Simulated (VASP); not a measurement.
# SiO2 in VASP: single point with LDA

Aim: the single point of SiO2 with LDA.

Everything below comes from runs of VASP 6.6.1. Logs are shortened: lines on timing, memory, paths and dates and some standing lists are left out, and cuts for length are marked.

### 1 The cell of the first run

The cell holds a slab with vacuum, 18 atoms: a = 4.868 Å, b = 4.868 Å, c = 27.130 Å, α = 90.00°, β = 90.00°, γ = 120.00°.

### 2 Single point, LDA

The input, INCAR:

```
  PREC = Accurate
  ENCUT = 520
  EDIFF = 1E-6
  ISMEAR = 0
  SIGMA = 0.05
  LREAL = Auto
  LASPH = T
  NELM = 80
  ALGO = Normal
  ISIF = 2
  LWAVE = F
  LCHARG = T
  LDIPOL = T
  IDIPOL = 3
  DIPOL = 0.5 0.5 0.499
  LELF = T
  LVHAR = T
  LVACPOTAV = T
  NBANDS = 63
```

The input, KPOINTS:

```
Automatic mesh
0
Gamma
  6 6 1
```

The input, POSCAR:

```
SiO2
1.0
    4.8681821142      0.0000000000      0.0000000000
   -2.4340910571      4.2159693812      0.0000000000
    0.0000000000      0.0000000000     27.1300847586
O Si
12 6
Direct
    0.8645164779      0.2757492956      0.3133053242
    0.2757492956      0.8645164779      0.3347682293
    0.7242507044      0.5887671823      0.3792431240
    0.1354835221      0.4112328177      0.4007060292
    0.4112328177      0.1354835221      0.4451809238
    0.5887671823      0.7242507044      0.4666438290
    0.8628299646      0.2728075979      0.5124453051
    0.2769384017      0.8658311977      0.5331814435
    0.7142023683      0.5983896988      0.5746969290
    0.1223638789      0.4209485727      0.6007906759
    0.4334408826      0.1698082260      0.6440419362
    0.6033877496      0.7630734948      0.6615903713
    0.0000000000      0.5350276806      0.3570056767
    0.4649723194      0.4649723194      0.4229434765
    0.5350276806      0.0000000000      0.4888812763
   -0.0070600259      0.5403413488      0.5544577592
    0.4663684482      0.4889827374      0.6199320929
    0.6838649236      0.1169684960      0.6787062980
```

Potentials or basis: VASP PAW LDA potentials, release 64 (O, Si).

The run is started by

```sh
$ cat potpaw_LDA.64/O/POTCAR potpaw_LDA.64/Si/POTCAR > POTCAR
$ mpirun -np 1 vasp_std > vasp.out
```

OUTCAR:

```text
PREC = Accurate
   ENCUT = 520
   EDIFF = 1E-6
   ISMEAR = 0
   LREAL = Auto
   LASPH = T
   NELM = 80
   ISIF = 2

 ion  position               nearest neighbor table
   1  0.865  0.276  0.313-  13 1.61
   2  0.276  0.865  0.335-  13 1.61
   3  0.724  0.589  0.379-  13 1.61  14 1.61
   4  0.135  0.411  0.401-  14 1.61  13 1.61
   5  0.411  0.135  0.445-  14 1.61  15 1.61
   6  0.589  0.724  0.467-  15 1.61  14 1.61
   7  0.863  0.273  0.512-  16 1.60  15 1.61
   8  0.277  0.866  0.533-  16 1.60  15 1.62
   9  0.714  0.598  0.575-  17 1.61  16 1.61
  10  0.122  0.421  0.601-  17 1.62  16 1.64
  11  0.433  0.170  0.644-  17 1.62  18 1.66
  12  0.603  0.763  0.662-  17 1.62  18 1.63
  13  0.000  0.535  0.357-   3 1.61   2 1.61   4 1.61   1 1.61  14 3.04  14 3.04
  14  0.465  0.465  0.423-   4 1.61   5 1.61   3 1.61   6 1.61  13 3.04  13 3.04  15 3.04  15 3.04

  15  0.535  0.000  0.489-   6 1.61   7 1.61   5 1.61   8 1.62  16 3.03  14 3.04  14 3.04  16 3.04

  16  0.993  0.540  0.554-   8 1.60   7 1.60   9 1.61  10 1.64  17 3.02  17 3.02  15 3.03  15 3.04

  17  0.466  0.489  0.620-   9 1.61  12 1.62  11 1.62  10 1.62  18 2.98  16 3.02  16 3.02  18 3.13

  18  0.684  0.117  0.679-  12 1.63  11 1.66  17 2.98  17 3.13

  LATTYP: Found a hexagonal cell.
 ALAT       =     4.8681821142
 C/A-ratio  =     5.5729395742

  Lattice vectors:

 A1 = (   4.8681821142,   0.0000000000,   0.0000000000)
 A2 = (  -2.4340910571,   4.2159693812,   0.0000000000)
 A3 = (   0.0000000000,   0.0000000000,  27.1300847586)

Analysis of symmetry for initial positions (statically):
=====================================================================
 Subroutine PRICEL returns:
 Original cell was already a primitive cell.

 Routine SETGRP: Setting up the symmetry group for a
 hexagonal supercell.

 Subroutine GETGRP returns: Found  1 space group operations
 (whereof  1 operations were pure point group operations)
 out of a pool of 24 trial point group operations.

The static configuration has the point symmetry C_1 .

Analysis of symmetry for dynamics (positions and initial velocities):
=====================================================================
 Subroutine PRICEL returns:
 Original cell was already a primitive cell.

 Routine SETGRP: Setting up the symmetry group for a
 hexagonal supercell.

 Subroutine GETGRP returns: Found  1 space group operations
 (whereof  1 operations were pure point group operations)
 out of a pool of 24 trial point group operations.

The dynamic configuration has the point symmetry C_1 .

 Subroutine INISYM returns: Found  1 space group operations
 (whereof  1 operations are pure point group operations),
 and found     1 'primitive' translations

----------------------------------------------------------------------------------------

                                     Primitive cell

  volume of cell :     556.8208

  direct lattice vectors                    reciprocal lattice vectors
     4.868182114  0.000000000  0.000000000     0.205415487  0.118596687  0.000000000
    -2.434091057  4.215969381  0.000000000     0.000000000  0.237193373  0.000000000
     0.000000000  0.000000000 27.130084759     0.000000000  0.000000000  0.036859450

  length of vectors
     4.868182114  4.868182114 27.130084759     0.237193373  0.237193373  0.036859450

  position of ions in fractional coordinates (direct lattice)
     0.864516478  0.275749296  0.313305324
     0.275749296  0.864516478  0.334768229
     0.724250704  0.588767182  0.379243124
     0.135483522  0.411232818  0.400706029
     0.411232818  0.135483522  0.445180924
     0.588767182  0.724250704  0.466643829
[... 10 lines left out ...]
     0.466368448  0.488982737  0.619932093
     0.683864924  0.116968496  0.678706298

  ion indices of the primitive-cell ions
   primitive index   ion index
                 1           1
                 2           2
                 3           3
                 4           4
                 5           5
                 6           6
[... 10 lines left out ...]
                17          17
                18          18

----------------------------------------------------------------------------------------

 KPOINTS: Automatic mesh

Automatic generation of k-mesh.
 Grid dimensions read from file:
 generate k-points for:    6    6    1

 Generating k-lattice:

  Cartesian coordinates                     Fractional coordinates (reciprocal lattice)
     0.034235915  0.019766114  0.000000000     0.166666667  0.000000000  0.000000000
     0.000000000  0.039532229  0.000000000     0.000000000  0.166666667  0.000000000
     0.000000000  0.000000000  0.036859450     0.000000000  0.000000000  1.000000000

  Length of vectors
     0.039532229  0.039532229  0.036859450

  Shift w.r.t. Gamma in fractional coordinates (k-lattice)
     0.000000000  0.000000000  0.000000000

 Subroutine IBZKPT returns following result:
 ===========================================

 Found     20 irreducible k-points:

 Following reciprocal coordinates:
            Coordinates               Weight
  0.000000  0.000000  0.000000      1.000000
  0.166667  0.000000  0.000000      2.000000
  0.000000  0.166667  0.000000      2.000000
 -0.166667  0.166667  0.000000      2.000000
  0.333333  0.000000  0.000000      2.000000
  0.000000  0.333333  0.000000      2.000000
[... 12 lines left out ...]
  0.500000 -0.166667  0.000000      2.000000
  0.333333  0.333333  0.000000      2.000000
   k-points           NKPTS =     20   k-points in BZ     NKDIM =     20   number of bands    NBANDS=     63
   number of dos      NEDOS =    301   number of ions     NIONS =     18
   total plane-waves  NPLWV = 272160
   dimension x,y,z NGX =    36 NGY =   36 NGZ =  210
   dimension x,y,z NGXF=    72 NGYF=   72 NGZF=  420
   ions per type =              12   6
   NGX,Y,Z   is equivalent  to a cutoff of  12.29, 12.29, 12.87 a.u.
   NGXF,Y,Z  is equivalent  to a cutoff of  24.59, 24.59, 25.74 a.u.
 SYSTEM =  unknown system
   PREC   = accura    normal or accurate (medium, high low for compatibility)
   ISTART =      0    job   : 0-new  1-cont  2-samecut
   ICHARG =      2    charge: 1-file 2-atom 10-const
   ISPIN  =      1    spin polarized calculation?
   LNONCOLLINEAR =      F non collinear calculations
   LSORBIT =      F    spin-orbit coupling
   LASPH  =      T    aspherical Exc in radial PAW
   ENCUT  =  520.0 eV  38.22 Ry    6.18 a.u.   9.05  9.05 50.44*2*pi/ulx,y,z
   NELM   =     80;   NELMIN=  2; NELMDL= -5     # of ELM steps
   EDIFF  = 0.1E-05   stopping-criterion for ELM
   LREAL  =      T    real-space projection
   EDIFFG = 0.1E-04   stopping-criterion for IOM
   NSW    =      0    number of steps for IOM
   IBRION =     -1    ionic relax: 0-MD 1-quasi-New 2-CG
   NFREE  =      0    steps in history (QN), initial steepest desc. (CG)
   ISIF   =      2    stress and relaxation
   ISYM   =      2    0-nonsym 1-usesym 2-fastsym
   POTIM  = 0.5000    time-step for ionic-motion
   TEBEG  =    0.0;   TEEND  =   0.0 temperature during run
   PSTRESS=    0.0 pullay stress
   NELECT =      96.0000    total number of electrons
   NUPDOWN=      -1.0000    fix difference up-down
   EMIN   =  10.00;   EMAX   =-10.00  energy-range for DOS
   EFERMI =   0.00;   METHOD = LEGACY
   ISMEAR =     0;   SIGMA  =   0.05  broadening in eV -4-tet -1-fermi 0-gaus
   EFERMI_NEDOS =   21; number of points for ismear=-14 and -15
   IALGO  =     38    algorithm
   IMIX   =      4    mixing-type and parameters
     AMIX     =   0.40;   BMIX     =  1.00
     AMIX_MAG =   1.60;   BMIX_MAG =  1.00
  volume/ion in A,a.u.               =      30.93       208.76
  Fermi-wavevector in a.u.,A,eV,Ry     =   0.911157  1.721838 11.295665  0.830208
  Thomas-Fermi vector in A             =   2.035404
   LORBIT       =      0    0 simple, 1 ext, 2 COOP (PROOUT), +10 PAW based schemes
   GGA     = CA    functional components
   LHFCALC =     F    Hartree Fock is set to
   AEXX    =    0.0000 exact exchange contribution
   IVDW    =     0    specifies the selected vdW correction
   LEPSILON=     F    determine dielectric tensor
   LRPA    =     F    only Hartree local field effects (RPA)
 non-spin polarized calculation
 Gauss-broadening in eV      SIGMA  =   0.05
  energy-cutoff  :      520.00
  volume of cell :      556.82
 maximum number of plane-waves:     15087
   NGX = 19   NGY = 19   NGZ =101

 dipolmoment           0.000000      0.000000      0.050131 electrons x Angstroem

 number of electron      95.9999992 magnetization

 dipolmoment           0.000000      0.000000     -0.373037 electrons x Angstroem

 Free energy of the ion-electron system (eV)
  ---------------------------------------------------
  ext. energy  EPLUGINS =         0.00000000
  ---------------------------------------------------
  free energy    TOTEN  =      -144.70129011 eV

  energy without entropy =     -144.69191151  energy(sigma->0) =     -144.69660081

 E-fermi :  -3.9921     XC(G=0):  -4.5420

 val. band max:       -4.0154299677   @ k =   0.3333   0.1667   0.0000
 cond. band min:      -3.9918226514   @ k =   0.5000   0.0000   0.0000
 fundamental gap:      0.0236073163
 Fermi energy:        -3.9920874699

 k-point     1 :       0.0000    0.0000    0.0000
  band No.  band energies     occupation
      1     -24.7010      2.00000
      2     -24.0658      2.00000
      3     -23.4806      2.00000
      4     -22.9832      2.00000
      5     -22.7351      2.00000
      6     -22.4661      2.00000
[... 52 lines left out ...]
     59       3.9235      0.00000
     60       4.2531      0.00000

 k-point     2 :       0.1667    0.0000    0.0000
  band No.  band energies     occupation
      1     -24.6121      2.00000
      2     -24.0328      2.00000
      3     -23.4861      2.00000
      4     -22.9769      2.00000
      5     -22.8011      2.00000
      6     -22.5504      2.00000
[... 1123 lines left out ...]
     59       4.5467      0.00000
     60       4.7242      0.00000

 k-point    20 :       0.3333    0.3333    0.0000
  band No.  band energies     occupation
      1     -24.1847      2.00000
      2     -23.8215      2.00000
      3     -23.4911      2.00000
      4     -23.1102      2.00000
      5     -23.0426      2.00000
      6     -22.6813      2.00000
[... 52 lines left out ...]
     59       4.6648      0.00000
     60       4.8097      0.00000
 [bands above 60 left out]

------------------------ aborting loop because EDIFF is reached ----------------------------------------

  FORCE on cell =-STRESS in cart. coord.  units (eV):
  Direction    XX          YY          ZZ          XY          YZ          ZX
  --------------------------------------------------------------------------------------
  -------------------------------------------------------------------------------------
  Total       -0.6510112     -0.5394750      1.9112433     -1.4115778     -0.4146928      0.1477501
  in kB       -1.8731978     -1.5522672      5.4993472     -4.0616264     -1.1932232      0.4251313
  external PRESSURE =       0.6912941 kB  Pullay stress =       0.0000000 kB

 VOLUME and BASIS-vectors are now :
 -----------------------------------------------------------------------------
  energy-cutoff  :      520.00
  volume of cell :      556.82
      direct lattice vectors                 reciprocal lattice vectors
     4.868182114  0.000000000  0.000000000     0.205415487  0.118596687  0.000000000
    -2.434091057  4.215969381  0.000000000     0.000000000  0.237193373  0.000000000
     0.000000000  0.000000000 27.130084759     0.000000000  0.000000000  0.036859450

 POSITION                                       TOTAL-FORCE (eV/Angst)
 -----------------------------------------------------------------------------------
      3.53742      1.16255      8.50000        -0.102281     -0.001563     -0.251418
     -0.76191      3.64478      9.08229         0.082319      0.419415     -0.714759
      2.09267      2.48222     10.28890        -0.294791     -0.068906      0.515146
     -0.34142      1.73374     10.87119         0.334124     -0.217060      0.954989
      1.67218      0.57119     12.07780         0.177791     -0.189421      0.460591
      1.10333      3.05342     12.66009        -0.024070      0.199954      0.423625
[... 10 lines left out ...]
      1.08014      2.06154     16.81881        -0.030920     -0.004768      0.035962
      3.04447      0.49314     18.41336         0.072962      0.070828      0.117035
 -----------------------------------------------------------------------------------
    total drift:                                0.005090      0.000565      0.001877

  FREE ENERGIE OF THE ION-ELECTRON SYSTEM (eV)
  ---------------------------------------------------
  free  energy   TOTEN  =      -144.7012901138 eV

  energy  without entropy=     -144.6919115091  energy(sigma->0) =     -144.69660081

 vacuum level on the upper side and lower side of the slab         2.445         5.733
```

Run time: 81 min. Hardware: 1 thread of Intel Xeon 8259CL, shared host; peak memory 0.73 GiB.

Results:

```
Free energy            : -144.7013 eV
Largest force          : 1.035 eV/Å
Band gap on the k mesh : 0.01 eV
```

Forces in eV/Å, atoms in the order of the input:
```
O   -0.102 -0.002 -0.251
O    0.082  0.419 -0.715
O   -0.295 -0.069  0.515
O    0.334 -0.217  0.955
O    0.178 -0.189  0.461
O   -0.024  0.200  0.424
O    0.028 -0.001 -0.017
O    0.004  0.035  0.017
O   -0.010  0.025 -0.029
O   -0.030 -0.034  0.000
O   -0.041 -0.033 -0.032
O    0.012 -0.024  0.005
Si   0.099 -0.138 -0.111
Si  -0.234  0.036 -0.923
Si  -0.023 -0.082 -0.470
Si  -0.020  0.008  0.019
Si  -0.031 -0.005  0.036
Si   0.073  0.071  0.117
```

Levels at points of the mesh, in eV from the valence-band top:
```csv
k point,band 44,band 45,band 46,band 47,band 48,band 49,band 50,band 51,band 52,band 53
"(0.00, 0.00, 0.00)",-1.18,-0.77,-0.61,-0.34,-0.13,0.12,3.58,4.99,6.09,6.31
"(0.50, 0.00, 0.00)",-1.35,-0.97,-0.44,-0.23,0.00,0.01,3.79,5.84,6.71,7.12
"(0.00, 0.50, 0.00)",-1.44,-1.10,-0.52,-0.14,-0.11,0.11,3.71,5.74,6.56,7.35
"(0.50, 0.50, 0.00)",-1.16,-0.92,-0.52,-0.17,-0.04,0.18,3.84,5.31,6.97,7.16
```

Caveat: the smearing spreads over this small gap; semilocal functionals underestimate gaps, and a narrow one can read as zero.
